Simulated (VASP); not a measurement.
# KI (Fm-3m) in VASP: settings compared

The runs below take KI through relaxation of cell and atoms, with LDA, PBE, PBEsol, RPBE.

Everything below comes from runs of VASP 6.6.1. Logs are shortened: lines on timing, memory, paths and dates and some standing lists are left out, and cuts for length are marked.

### 1 The cell of the first run

It takes space group Fm-3m (No. 225, cubic). Conventional cell: a = 7.066 Å, b = 7.066 Å, c = 7.066 Å, α = 90.00°, β = 90.00°, γ = 90.00°. Within 4.6 Å of I (site symmetry m-3m) lie 6 K at 3.53 Å. Within 4.6 Å of K (site symmetry m-3m) lie 6 I at 3.53 Å.

### 2 Relaxation of cell and atoms, LDA

Contents of INCAR:

```
PREC = Accurate
ENCUT = 600
EDIFF = 1E-6
ISMEAR = -1
SIGMA = 0.05
LREAL = False
LASPH = True
NELM = 60
ALGO = Normal
ISIF = 3
LWAVE = False
LCHARG = False
GGA = CA
IBRION = 2
NSW = 80
EDIFFG = -0.02
```

Contents of KPOINTS:

```
Automatic mesh
0
Gamma
  7 7 7
```

Contents of POSCAR:

```
KI
1.0
    0.0000000000      3.5327750000      3.5327750000
    3.5327750000      0.0000000000      3.5327750000
    3.5327750000      3.5327750000      0.0000000000
I K
1 1
Direct
    0.5000000000      0.5000000000      0.5000000000
    0.0000000000      0.0000000000      0.0000000000
```

Potentials or basis: VASP PAW LDA potentials, release 64 (I, K_sv).

Run with:

```console
$ cat potpaw_LDA.64/I/POTCAR potpaw_LDA.64/K_sv/POTCAR > POTCAR
$ mpirun -np 1 vasp_std > vasp.out
```

OUTCAR:

```text
PREC = Accurate
   ENCUT = 600
   EDIFF = 1E-6
   ISMEAR = -1
   LREAL = False
   LASPH = True
   NELM = 60
   ISIF = 3
   GGA = CA
   IBRION = 2
   NSW = 80
   EDIFFG = -0.02

 ion  position               nearest neighbor table
   1  0.500  0.500  0.500-   2 3.53   2 3.53   2 3.53   2 3.53   2 3.53   2 3.53
   2  0.000  0.000  0.000-   1 3.53   1 3.53   1 3.53   1 3.53   1 3.53   1 3.53

  LATTYP: Found a face centered cubic cell.
 ALAT       =     7.0655500000

  Lattice vectors:

 A1 = (   0.0000000000,   3.5327750000,   3.5327750000)
 A2 = (   3.5327750000,   0.0000000000,   3.5327750000)
 A3 = (   3.5327750000,   3.5327750000,   0.0000000000)

Analysis of symmetry for initial positions (statically):
=====================================================================
 Subroutine PRICEL returns:
 Original cell was already a primitive cell.

 Routine SETGRP: Setting up the symmetry group for a
 face centered cubic supercell.

 Subroutine GETGRP returns: Found 48 space group operations
 (whereof 48 operations were pure point group operations)
 out of a pool of 48 trial point group operations.

The static configuration has the point symmetry O_h .

Analysis of symmetry for dynamics (positions and initial velocities):
=====================================================================
 Subroutine PRICEL returns:
 Original cell was already a primitive cell.

 Routine SETGRP: Setting up the symmetry group for a
 face centered cubic supercell.

 Subroutine GETGRP returns: Found 48 space group operations
 (whereof 48 operations were pure point group operations)
 out of a pool of 48 trial point group operations.

The dynamic configuration has the point symmetry O_h .

 Subroutine INISYM returns: Found 48 space group operations
 (whereof 48 operations are pure point group operations),
 and found     1 'primitive' translations

----------------------------------------------------------------------------------------

                                     Primitive cell

  volume of cell :      88.1816

  direct lattice vectors                    reciprocal lattice vectors
     0.000000000  3.532775000  3.532775000    -0.141531799  0.141531799  0.141531799
     3.532775000  0.000000000  3.532775000     0.141531799 -0.141531799  0.141531799
     3.532775000  3.532775000  0.000000000     0.141531799  0.141531799 -0.141531799

  length of vectors
     4.996098318  4.996098318  4.996098318     0.245140266  0.245140266  0.245140266

  position of ions in fractional coordinates (direct lattice)
     0.500000000  0.500000000  0.500000000
     0.000000000  0.000000000  0.000000000

  ion indices of the primitive-cell ions
   primitive index   ion index
                 1           1
                 2           2

----------------------------------------------------------------------------------------

 KPOINTS: Automatic mesh

Automatic generation of k-mesh.
 Grid dimensions read from file:
 generate k-points for:    7    7    7

 Generating k-lattice:

  Cartesian coordinates                     Fractional coordinates (reciprocal lattice)
    -0.020218828  0.020218828  0.020218828     0.142857143  0.000000000  0.000000000
     0.020218828 -0.020218828  0.020218828     0.000000000  0.142857143  0.000000000
     0.020218828  0.020218828 -0.020218828     0.000000000  0.000000000  0.142857143

  Length of vectors
     0.035020038  0.035020038  0.035020038

  Shift w.r.t. Gamma in fractional coordinates (k-lattice)
     0.000000000  0.000000000  0.000000000

 Subroutine IBZKPT returns following result:
 ===========================================

 Found     20 irreducible k-points:

 Following reciprocal coordinates:
            Coordinates               Weight
  0.000000  0.000000  0.000000      1.000000
  0.142857  0.000000  0.000000      8.000000
  0.285714  0.000000  0.000000      8.000000
  0.428571  0.000000  0.000000      8.000000
  0.142857  0.142857  0.000000      6.000000
  0.285714  0.142857  0.000000     24.000000
[... 12 lines left out ...]
 -0.428571  0.428571  0.142857     24.000000
 -0.285714  0.428571  0.142857     24.000000
   k-points           NKPTS =     20   k-points in BZ     NKDIM =     20   number of bands    NBANDS=     12
   number of dos      NEDOS =    301   number of ions     NIONS =      2
   total plane-waves  NPLWV =  64000
   dimension x,y,z NGX =    40 NGY =   40 NGZ =   40
   dimension x,y,z NGXF=    80 NGYF=   80 NGZF=   80
   ions per type =               1   1
   NGX,Y,Z   is equivalent  to a cutoff of  13.31, 13.31, 13.31 a.u.
   NGXF,Y,Z  is equivalent  to a cutoff of  26.62, 26.62, 26.62 a.u.
 SYSTEM =  unknown system
   PREC   = accura    normal or accurate (medium, high low for compatibility)
   ISTART =      0    job   : 0-new  1-cont  2-samecut
   ICHARG =      2    charge: 1-file 2-atom 10-const
   ISPIN  =      1    spin polarized calculation?
   LNONCOLLINEAR =      F non collinear calculations
   LSORBIT =      F    spin-orbit coupling
   LASPH  =      T    aspherical Exc in radial PAW
   ENCUT  =  600.0 eV  44.10 Ry    6.64 a.u.   9.98  9.98  9.98*2*pi/ulx,y,z
   NELM   =     60;   NELMIN=  2; NELMDL= -5     # of ELM steps
   EDIFF  = 0.1E-05   stopping-criterion for ELM
   LREAL  =      F    real-space projection
   EDIFFG = -.2E-01   stopping-criterion for IOM
   NSW    =     80    number of steps for IOM
   IBRION =      2    ionic relax: 0-MD 1-quasi-New 2-CG
   NFREE  =      1    steps in history (QN), initial steepest desc. (CG)
   ISIF   =      3    stress and relaxation
   ISYM   =      2    0-nonsym 1-usesym 2-fastsym
   POTIM  = 0.5000    time-step for ionic-motion
   TEBEG  =    0.0;   TEEND  =   0.0 temperature during run
   PSTRESS=    0.0 pullay stress
   NELECT =      16.0000    total number of electrons
   NUPDOWN=      -1.0000    fix difference up-down
   EMIN   =  10.00;   EMAX   =-10.00  energy-range for DOS
   EFERMI =   0.00;   METHOD = LEGACY
   ISMEAR =    -1;   SIGMA  =   0.05  broadening in eV -4-tet -1-fermi 0-gaus
   EFERMI_NEDOS =   21; number of points for ismear=-14 and -15
   IALGO  =     38    algorithm
   IMIX   =      4    mixing-type and parameters
     AMIX     =   0.40;   BMIX     =  1.00
     AMIX_MAG =   1.60;   BMIX_MAG =  1.00
  volume/ion in A,a.u.               =      44.09       297.54
  Fermi-wavevector in a.u.,A,eV,Ry     =   0.926806  1.751409 11.686988  0.858969
  Thomas-Fermi vector in A             =   2.052808
   LORBIT       =      0    0 simple, 1 ext, 2 COOP (PROOUT), +10 PAW based schemes
   GGA     = CA    functional components
   LHFCALC =     F    Hartree Fock is set to
   AEXX    =    0.0000 exact exchange contribution
   IVDW    =     0    specifies the selected vdW correction
   LEPSILON=     F    determine dielectric tensor
   LRPA    =     F    only Hartree local field effects (RPA)
 conjugate gradient relaxation of ions
 non-spin polarized calculation
  energy-cutoff  :      600.00
  volume of cell :       88.18
 maximum number of plane-waves:      2958
   NGX = 19   NGY = 19   NGZ = 19

--------------------------------------- Ionic step        1  -------------------------------------------

 number of electron      15.9999999 magnetization

 Free energy of the ion-electron system (eV)
  ---------------------------------------------------
  ext. energy  EPLUGINS =         0.00000000
  ---------------------------------------------------
  free energy    TOTEN  =        -6.12875057 eV

  energy without entropy =       -6.12875057  energy(sigma->0) =       -6.12875057

------------------------ aborting loop because EDIFF is reached ----------------------------------------

  FORCE on cell =-STRESS in cart. coord.  units (eV):
  Direction    XX          YY          ZZ          XY          YZ          ZX
  --------------------------------------------------------------------------------------
  -------------------------------------------------------------------------------------
  Total       -0.7008068     -0.7008068     -0.7008068     -0.0000000     -0.0000000      0.0000000
  in kB      -12.7330064    -12.7330064    -12.7330064     -0.0000000     -0.0000000      0.0000000
  external PRESSURE =     -12.7330064 kB  Pullay stress =       0.0000000 kB

 VOLUME and BASIS-vectors are now :
 -----------------------------------------------------------------------------
  energy-cutoff  :      600.00
  volume of cell :       88.18
      direct lattice vectors                 reciprocal lattice vectors
     0.000000000  3.532775000  3.532775000    -0.141531799  0.141531799  0.141531799
     3.532775000  0.000000000  3.532775000     0.141531799 -0.141531799  0.141531799
     3.532775000  3.532775000  0.000000000     0.141531799  0.141531799 -0.141531799
[... 37 lines left out ...]
 POSITION                                       TOTAL-FORCE (eV/Angst)
 -----------------------------------------------------------------------------------
      3.47306      3.47306      3.47306        -0.000000      0.000000     -0.000000
      6.94611      3.47306      3.47306         0.000000     -0.000000      0.000000
 -----------------------------------------------------------------------------------
    total drift:                                0.000000     -0.000000     -0.000000

  FREE ENERGIE OF THE ION-ELECTRON SYSTEM (eV)
  ---------------------------------------------------
  free  energy   TOTEN  =        -6.1565578793 eV

  energy  without entropy=       -6.1565578793  energy(sigma->0) =       -6.15655788

--------------------------------------- Ionic step        3  -------------------------------------------

 number of electron      16.0000000 magnetization

 Free energy of the ion-electron system (eV)
  ---------------------------------------------------
  ext. energy  EPLUGINS =         0.00000000
  ---------------------------------------------------
  free energy    TOTEN  =        -6.16647235 eV

  energy without entropy =       -6.16647235  energy(sigma->0) =       -6.16647235

 E-fermi :   1.0224     XC(G=0):  -8.0141

 val. band max:       -0.0689540609   @ k =   0.0000   0.0000   0.0000
 cond. band min:       3.7879469763   @ k =   0.0000   0.0000   0.0000
 fundamental gap:      3.8569010373
 Fermi energy:         1.0223504847

 k-point     1 :       0.0000    0.0000    0.0000
  band No.  band energies     occupation
      1     -28.0588      2.00000
      2     -11.7999      2.00000
      3     -11.7999      2.00000
      4     -11.7999      2.00000
      5     -10.8039      2.00000
      6      -0.0690      2.00000
      7      -0.0690      2.00000
      8      -0.0690      2.00000
      9       3.7879      0.00000
     10       6.1529      0.00000
     11       6.1529      0.00000
     12       6.1529      0.00000

 k-point     2 :       0.1429    0.0000    0.0000
  band No.  band energies     occupation
      1     -28.0580      2.00000
      2     -11.8724      2.00000
      3     -11.8006      2.00000
      4     -11.8006      2.00000
      5     -10.6987      2.00000
      6      -0.4839      2.00000
      7      -0.1624      2.00000
      8      -0.1624      2.00000
      9       4.3370      0.00000
     10       6.0874      0.00000
     11       6.3941      0.00000
     12       6.3941      0.00000
[... 290 lines left out ...]
 POSITION                                       TOTAL-FORCE (eV/Angst)
 -----------------------------------------------------------------------------------
      3.41838      3.41838      3.41838         0.000000     -0.000000     -0.000000
     -0.00000      0.00000      0.00000        -0.000000      0.000000      0.000000
 -----------------------------------------------------------------------------------
    total drift:                                0.000000     -0.000000     -0.000000

  FREE ENERGIE OF THE ION-ELECTRON SYSTEM (eV)
  ---------------------------------------------------
  free  energy   TOTEN  =        -6.1664723469 eV

  energy  without entropy=       -6.1664723469  energy(sigma->0) =       -6.16647235

 reached required accuracy - stopping structural energy minimisation
```

Run time: 43 s. Hardware: 1 thread of Intel Xeon Platinum 8559C (Emerald Rapids), shared host; peak memory 0.2 GiB.

Results:

- Free energy: -6.1665 eV
- Relaxed volume: 39.94 Å³/atom
- Relaxed cell: a = 4.834 Å, b = 4.834 Å, c = 4.834 Å, α = 60.00°, β = 60.00°, γ = 60.00°
- Space group after relaxing (to 0.1 Å): Fm-3m (No. 225)
- Energy gained by relaxing: 18.9 meV/atom
- Ionic steps: 3
- Pressure after relaxing: -0.1 GPa
- Band gap on the k mesh: 3.86 eV

Step by step:
| step | energy change (eV) | largest force (eV/Å) | pressure (GPa) | volume (Å³) |
| --- | --- | --- | --- | --- |
| 1 | 0.0000 | 0.0000 | -1.27 | 88.18 |
| 2 | -0.0278 | 0.0000 | -0.73 | 83.78 |
| 3 | -0.0377 | 0.0000 | -0.06 | 79.89 |

Final structure:
```
I K
1.0
     0.00000    3.41838    3.41838
     3.41838    0.00000    3.41838
     3.41838    3.41838    0.00000
I K
1 1
Direct
  0.50000 0.50000 0.50000
  0.00000 0.00000 0.00000
```

Levels at points of the mesh, in eV from the valence-band top:
```csv
k point,band 6,band 7,band 8,band 9,band 10,band 11
"(0.00, 0.00, 0.00)",0.00,0.00,0.00,3.86,6.22,6.22
```

Caveat: spin-orbit coupling is left out, which moves the levels of the heavy elements. Zero-point motion and thermal expansion aren't in these numbers.

(Continued in part 2 of 2.)
